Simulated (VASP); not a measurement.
# Sc2GaP3 (P6/mmm) in VASP: notebook

Runs on Sc2GaP3. Level: PBE. Tasks: single point.

All numbers are computed with VASP 6.6.1; they aren't measurements. Logs are shortened: lines on timing, memory, paths and dates and some standing lists are left out, and cuts for length are marked.

### Step 1. The cell of the first run

The structure is hexagonal, space group P6/mmm (No. 191). Conventional cell: a = 4.802 Å, b = 4.802 Å, c = 8.598 Å, α = 90.00°, β = 90.00°, γ = 120.00°. Within 3.7 Å of Sc (site symmetry 6mm) lie 6 P at 2.81 Å and 1 Ga at 2.85 Å and 1 Sc at 2.90 Å. Ga (site symmetry 6/mmm) has 2 Sc at 2.85 Å within 3.8 Å. Within 3.2 Å of P (site symmetry mmm) lie 4 P at 2.40 Å and 4 Sc at 2.81 Å.

### Step 2. Single point, PBE

File INCAR:

```
SYSTEM = Sc2GaP3
PREC     = Accurate       ! precision mode
ENCUT    = 520            ! plane-wave cutoff, eV
EDIFF    = 1E-7           ! SCF threshold, eV
ISMEAR   = 0              ! smearing method
SIGMA    = 0.1            ! smearing width, eV
LREAL    = .FALSE.        ! projectors in reciprocal space
LASPH    = .TRUE.         ! aspherical terms in the spheres
NELM     = 100            ! most SCF steps
ALGO     = Normal         ! electronic algorithm
ISIF     = 2              ! what is computed and relaxed
LWAVE    = .FALSE.        ! write WAVECAR
LCHARG   = .FALSE.        ! write CHGCAR
GGA      = PE             ! functional
NBANDS   = 34             ! bands
```

File KPOINTS:

```
regular mesh
0
G
  6 6 4
  0 0 0
```

File POSCAR:

```
Sc2GaP3
1.0
    4.8019683601      0.0000000000      0.0000000000
   -2.4009841801      4.1586265881      0.0000000000
    0.0000000000      0.0000000000      8.5984131061
Sc Ga P
2 1 3
Direct
    0.0000000000      0.0000000000      0.6689027537
    0.0000000000      0.0000000000      0.3310972463
    0.0000000000      0.0000000000      0.0000000000
    0.5000000000      0.0000000000      0.5000000000
    0.0000000000      0.5000000000      0.5000000000
    0.5000000000      0.5000000000      0.5000000000
```

Potentials or basis: VASP PAW PBE potentials, release 64 (Sc_sv, Ga_d, P).

Command:

```
$ cat potpaw_PBE.64/Sc_sv/POTCAR potpaw_PBE.64/Ga_d/POTCAR potpaw_PBE.64/P/POTCAR > POTCAR
$ mpirun -np 1 vasp_std > vasp.out
```

OUTCAR:

```text
SYSTEM = Sc2GaP3
   PREC = Accurate
   ENCUT = 520
   EDIFF = 1E-7
   ISMEAR = 0
   LREAL = .FALSE.
   LASPH = .TRUE.
   NELM = 100
   ISIF = 2
   GGA = PE

 ion  position               nearest neighbor table
   1  0.000  0.000  0.669-   4 2.81   4 2.81   6 2.81   6 2.81   5 2.81   5 2.81   3 2.85   2 2.90

   2  0.000  0.000  0.331-   4 2.81   4 2.81   6 2.81   6 2.81   5 2.81   5 2.81   3 2.85   1 2.90

   3  0.000  0.000  0.000-   1 2.85   2 2.85
   4  0.500  0.000  0.500-   5 2.40   5 2.40   6 2.40   6 2.40   1 2.81   1 2.81   2 2.81   2 2.81

   5  0.000  0.500  0.500-   6 2.40   6 2.40   4 2.40   4 2.40   1 2.81   2 2.81   1 2.81   2 2.81

   6  0.500  0.500  0.500-   5 2.40   5 2.40   4 2.40   4 2.40   1 2.81   2 2.81   1 2.81   2 2.81

  LATTYP: Found a hexagonal cell.
 ALAT       =     4.8019683601
 C/A-ratio  =     1.7906017827

  Lattice vectors:

 A1 = (   4.8019683601,   0.0000000000,   0.0000000000)
 A2 = (  -2.4009841801,   4.1586265881,   0.0000000000)
 A3 = (   0.0000000000,   0.0000000000,   8.5984131061)

Analysis of symmetry for initial positions (statically):
=====================================================================
 Subroutine PRICEL returns:
 Original cell was already a primitive cell.

 Routine SETGRP: Setting up the symmetry group for a
 hexagonal supercell.

 Subroutine GETGRP returns: Found 24 space group operations
 (whereof 24 operations were pure point group operations)
 out of a pool of 24 trial point group operations.

The static configuration has the point symmetry D_6h.

Analysis of symmetry for dynamics (positions and initial velocities):
=====================================================================
 Subroutine PRICEL returns:
 Original cell was already a primitive cell.

 Routine SETGRP: Setting up the symmetry group for a
 hexagonal supercell.

 Subroutine GETGRP returns: Found 24 space group operations
 (whereof 24 operations were pure point group operations)
 out of a pool of 24 trial point group operations.

The dynamic configuration has the point symmetry D_6h.

 Subroutine INISYM returns: Found 24 space group operations
 (whereof 24 operations are pure point group operations),
 and found     1 'primitive' translations

----------------------------------------------------------------------------------------

                                     Primitive cell

  volume of cell :     171.7068

  direct lattice vectors                    reciprocal lattice vectors
     4.801968360  0.000000000  0.000000000     0.208247936  0.120232002  0.000000000
    -2.400984180  4.158626588  0.000000000     0.000000000  0.240464004  0.000000000
     0.000000000  0.000000000  8.598413106     0.000000000  0.000000000  0.116300530

  length of vectors
     4.801968360  4.801968360  8.598413106     0.240464004  0.240464004  0.116300530

  position of ions in fractional coordinates (direct lattice)
     0.000000000  0.000000000  0.668902754
     0.000000000  0.000000000  0.331097246
     0.000000000  0.000000000  0.000000000
     0.500000000  0.000000000  0.500000000
     0.000000000  0.500000000  0.500000000
     0.500000000  0.500000000  0.500000000

  ion indices of the primitive-cell ions
   primitive index   ion index
                 1           1
                 2           2
                 3           3
                 4           4
                 5           5
                 6           6

----------------------------------------------------------------------------------------

 KPOINTS: regular mesh

Automatic generation of k-mesh.
 Grid dimensions read from file:
 generate k-points for:    6    6    4

 Generating k-lattice:

  Cartesian coordinates                     Fractional coordinates (reciprocal lattice)
     0.034707989  0.020038667  0.000000000     0.166666667 -0.000000000  0.000000000
     0.000000000  0.040077334  0.000000000     0.000000000  0.166666667  0.000000000
     0.000000000  0.000000000  0.029075132     0.000000000  0.000000000  0.250000000

  Length of vectors
     0.040077334  0.040077334  0.029075132

  Shift w.r.t. Gamma in fractional coordinates (k-lattice)
     0.000000000  0.000000000  0.000000000

 Subroutine IBZKPT returns following result:
 ===========================================

 Found     21 irreducible k-points:

 Following reciprocal coordinates:
            Coordinates               Weight
  0.000000  0.000000  0.000000      1.000000
  0.166667  0.000000  0.000000      6.000000
  0.333333  0.000000  0.000000      6.000000
  0.500000  0.000000  0.000000      3.000000
  0.166667  0.166667  0.000000      6.000000
  0.333333  0.166667  0.000000     12.000000
[... 13 lines left out ...]
  0.333333  0.166667  0.500000     12.000000
  0.333333  0.333333  0.500000      2.000000
   k-points           NKPTS =     21   k-points in BZ     NKDIM =     21   number of bands    NBANDS=     34
   number of dos      NEDOS =    301   number of ions     NIONS =      6
   total plane-waves  NPLWV =  82944
   dimension x,y,z NGX =    36 NGY =   36 NGZ =   64
   dimension x,y,z NGXF=    72 NGYF=   72 NGZF=  128
   ions per type =               2   1   3
   NGX,Y,Z   is equivalent  to a cutoff of  12.46, 12.46, 12.37 a.u.
   NGXF,Y,Z  is equivalent  to a cutoff of  24.93, 24.93, 24.75 a.u.
 SYSTEM =  Sc2GaP3
   PREC   = accura    normal or accurate (medium, high low for compatibility)
   ISTART =      0    job   : 0-new  1-cont  2-samecut
   ICHARG =      2    charge: 1-file 2-atom 10-const
   ISPIN  =      1    spin polarized calculation?
   LNONCOLLINEAR =      F non collinear calculations
   LSORBIT =      F    spin-orbit coupling
   LASPH  =      T    aspherical Exc in radial PAW
   ENCUT  =  520.0 eV  38.22 Ry    6.18 a.u.   8.93  8.93 15.99*2*pi/ulx,y,z
   NELM   =    100;   NELMIN=  2; NELMDL= -5     # of ELM steps
   EDIFF  = 0.1E-06   stopping-criterion for ELM
   LREAL  =      F    real-space projection
   EDIFFG = 0.1E-05   stopping-criterion for IOM
   NSW    =      0    number of steps for IOM
   IBRION =     -1    ionic relax: 0-MD 1-quasi-New 2-CG
   NFREE  =      0    steps in history (QN), initial steepest desc. (CG)
   ISIF   =      2    stress and relaxation
   ISYM   =      2    0-nonsym 1-usesym 2-fastsym
   POTIM  = 0.5000    time-step for ionic-motion
   TEBEG  =    0.0;   TEEND  =   0.0 temperature during run
   PSTRESS=    0.0 pullay stress
   NELECT =      50.0000    total number of electrons
   NUPDOWN=      -1.0000    fix difference up-down
   EMIN   =  10.00;   EMAX   =-10.00  energy-range for DOS
[... 5 lines left out ...]
     AMIX     =   0.40;   BMIX     =  1.00
     AMIX_MAG =   1.60;   BMIX_MAG =  1.00
  volume/ion in A,a.u.               =      28.62       193.12
  Fermi-wavevector in a.u.,A,eV,Ry     =   1.085098  2.050538 16.020014  1.177438
  Thomas-Fermi vector in A             =   2.221204
   LORBIT       =      0    0 simple, 1 ext, 2 COOP (PROOUT), +10 PAW based schemes
   GGA     = PE    functional components
   LHFCALC =     F    Hartree Fock is set to
   AEXX    =    0.0000 exact exchange contribution
   IVDW    =     0    specifies the selected vdW correction
   LEPSILON=     F    determine dielectric tensor
   LRPA    =     F    only Hartree local field effects (RPA)
 non-spin polarized calculation
 Gauss-broadening in eV      SIGMA  =   0.10
  energy-cutoff  :      520.00
  volume of cell :      171.71
 maximum number of plane-waves:      4650
 NGX is ok and might be reduce to    36
   NGX = 17   NGY = 17   NGZ = 31

 number of electron      49.9999987 magnetization

 Free energy of the ion-electron system (eV)
  ---------------------------------------------------
  ext. energy  EPLUGINS =         0.00000000
  ---------------------------------------------------
  free energy    TOTEN  =       -30.98848970 eV

  energy without entropy =      -30.95229078  energy(sigma->0) =      -30.97039024

 E-fermi :   2.6819     XC(G=0):  -8.1893

 val. band max:        2.6815301182   @ k =   0.3333   0.1667   0.2500
 cond. band min:       2.6978015512   @ k =   0.1667   0.0000   0.5000
 fundamental gap:      0.0162714329
 Fermi energy:         2.6819103717

 k-point     1 :       0.0000    0.0000    0.0000
  band No.  band energies     occupation
      1     -47.0964      2.00000
      2     -47.0562      2.00000
      3     -25.8586      2.00000
      4     -25.7669      2.00000
      5     -25.7669      2.00000
      6     -25.7217      2.00000
[... 26 lines left out ...]
     33       6.3126      0.00000
     34       6.6271      0.00000

 k-point     2 :       0.1667    0.0000    0.0000
  band No.  band energies     occupation
      1     -47.0963      2.00000
      2     -47.0561      2.00000
      3     -25.8579      2.00000
      4     -25.7692      2.00000
      5     -25.7675      2.00000
      6     -25.7229      2.00000
[... 26 lines left out ...]
     33       5.8584      0.00000
     34       6.1052      0.00000

 k-point     3 :       0.3333    0.0000    0.0000
  band No.  band energies     occupation
      1     -47.0962      2.00000
      2     -47.0561      2.00000
      3     -25.8565      2.00000
      4     -25.7738      2.00000
      5     -25.7687      2.00000
      6     -25.7254      2.00000
[... 26 lines left out ...]
     33       4.9284      0.00000
     34       5.2135      0.00000
[... 593 lines left out ...]
 k-point    20 :       0.3333    0.1667    0.5000
  band No.  band energies     occupation
      1     -47.0962      2.00000
      2     -47.0560      2.00000
      3     -25.8548      2.00000
      4     -25.7749      2.00000
      5     -25.7704      2.00000
      6     -25.7260      2.00000
[... 26 lines left out ...]
     33       4.9030      0.00000
     34       5.5546      0.00000

 k-point    21 :       0.3333    0.3333    0.5000
  band No.  band energies     occupation
      1     -47.0961      2.00000
      2     -47.0560      2.00000
      3     -25.8545      2.00000
      4     -25.7734      2.00000
      5     -25.7734      2.00000
      6     -25.7252      2.00000
[... 26 lines left out ...]
     33       4.5150      0.00000
     34       5.6293      0.00000

------------------------ aborting loop because EDIFF is reached ----------------------------------------

  FORCE on cell =-STRESS in cart. coord.  units (eV):
  Direction    XX          YY          ZZ          XY          YZ          ZX
  --------------------------------------------------------------------------------------
  -------------------------------------------------------------------------------------
  Total       -0.0867787     -0.0867787      0.1226715      0.0000000      0.0000000      0.0000000
  in kB       -0.8097229     -0.8097229      1.1446345      0.0000000      0.0000000      0.0000000
  external PRESSURE =      -0.1582704 kB  Pullay stress =       0.0000000 kB

 VOLUME and BASIS-vectors are now :
 -----------------------------------------------------------------------------
  energy-cutoff  :      520.00
  volume of cell :      171.71
      direct lattice vectors                 reciprocal lattice vectors
     4.801968360  0.000000000  0.000000000     0.208247936  0.120232002  0.000000000
    -2.400984180  4.158626588  0.000000000     0.000000000  0.240464004  0.000000000
     0.000000000  0.000000000  8.598413106     0.000000000  0.000000000  0.116300530

 POSITION                                       TOTAL-FORCE (eV/Angst)
 -----------------------------------------------------------------------------------
      0.00000      0.00000      5.75150         0.000000      0.000000      0.002281
      0.00000      0.00000      2.84691        -0.000000     -0.000000     -0.002281
      0.00000      0.00000      0.00000         0.000000     -0.000000      0.000000
      2.40098      0.00000      4.29921         0.000000     -0.000000      0.000000
     -1.20049      2.07931      4.29921         0.000000     -0.000000      0.000000
      1.20049      2.07931      4.29921         0.000000     -0.000000      0.000000
 -----------------------------------------------------------------------------------
    total drift:                               -0.000000     -0.000000      0.000000

  FREE ENERGIE OF THE ION-ELECTRON SYSTEM (eV)
  ---------------------------------------------------
  free  energy   TOTEN  =       -30.9884897036 eV

  energy  without entropy=      -30.9522907787  energy(sigma->0) =      -30.97039024
```

It took 2.5 min on 1 thread of AMD EPYC 7R43 (Zen 3), shared host; peak memory 0.29 GiB.

Results:

```yaml
Free_energy: -30.9885 eV
Pressure: 0.0 GPa
Band_gap_on_the_k_mesh: zero (band 25 reaches 2.96 eV, above the bottom of band 26 at 2.65 eV)
```

Forces in eV/Å, atoms in the order of the input:
```
Sc   0.000  0.000  0.002
Sc   0.000  0.000 -0.002
Ga   0.000  0.000  0.000
P    0.000  0.000  0.000
P    0.000  0.000  0.000
P    0.000  0.000  0.000
```

### Step 3. Single point, PBE

This run uses another cell than the first one, of 20.42 Å³/atom, 0.713 times its volume.

File INCAR:

```
SYSTEM = Sc2GaP3
ALGO = Normal
EDIFF = 1E-7
ENCUT = 520
GGA = PE
ISIF = 2
ISMEAR = 0
LASPH = .TRUE.
LCHARG = .TRUE.
LELF = .TRUE.
LREAL = .FALSE.
LVHAR = .TRUE.
LWAVE = .FALSE.
NBANDS = 34
NELM = 100
PREC = Accurate
SIGMA = 0.1
```

File KPOINTS:

```
k-points
0
G
  6 6 4
  0 0 0
```

File POSCAR:

```
Sc2GaP3
1.0
    4.4681436400      0.0000000000      0.0000000000
   -2.2340718200      3.8695259000      0.0000000000
    0.0000000000      0.0000000000      7.0855867200
Sc Ga P
2 1 3
Direct
    0.0000000000      0.0000000000      0.7078413900
    0.0000000000      0.0000000000      0.2921586100
    0.0000000000      0.0000000000      0.0000000000
    0.5000000000      0.0000000000      0.5000000000
    0.0000000000      0.5000000000      0.5000000000
    0.5000000000      0.5000000000      0.5000000000
```

Potentials or basis: VASP PAW PBE potentials, release 64 (Sc_sv, Ga_d, P).

Command:

```
$ cat potpaw_PBE.64/Sc_sv/POTCAR potpaw_PBE.64/Ga_d/POTCAR potpaw_PBE.64/P/POTCAR > POTCAR
$ mpirun -np 1 vasp_std > vasp.out
```

It took 2 min on 1 thread of AMD EPYC 7R43 (Zen 3), shared host; peak memory 0.25 GiB.

Results (log left out):

- Free energy: -26.0220 eV
- Pressure: 23.6 GPa
- Largest force: 6.719 eV/Å
- Band gap on the k mesh: zero (band 25 reaches 5.57 eV, above the bottom of band 26 at 4.80 eV)

Forces on the atoms (eV/Å):
```
Sc   0.000  0.000 -6.719
Sc   0.000  0.000  6.719
Ga   0.000  0.000  0.000
P    0.000  0.000  0.000
P    0.000  0.000  0.000
P    0.000  0.000  0.000
```

Stress tensor (GPa, compression positive):
```
12.96  0.00  0.00
 0.00 12.96  0.00
 0.00  0.00 44.99
```

Levels at points of the mesh, in eV from the Fermi level:
| k point | band 21 | band 22 | band 23 | band 24 | band 25 | band 26 | band 27 | band 28 | band 29 | band 30 |
| --- | --- | --- | --- | --- | --- | --- | --- | --- | --- | --- |
| (0.00, 0.00, 0.00) | -6.22 | -0.92 | -0.91 | -0.91 | 0.45 | 0.74 | 0.74 | 1.65 | 1.97 | 1.97 |
| (0.50, 0.00, 0.00) | -1.96 | -1.87 | -0.66 | -0.64 | -0.16 | 0.00 | 0.71 | 1.47 | 1.60 | 1.75 |
| (0.00, 0.00, 0.50) | -5.36 | -1.49 | -0.94 | -0.94 | -0.12 | 0.38 | 0.38 | 2.83 | 2.91 | 3.01 |
| (0.50, 0.00, 0.50) | -1.96 | -1.39 | -0.86 | -0.52 | -0.21 | -0.02 | 0.14 | 0.61 | 1.07 | 1.58 |

Caveat: forces of over 1 eV/Å act on the atoms, so gaps and moduli don't describe the material at rest.
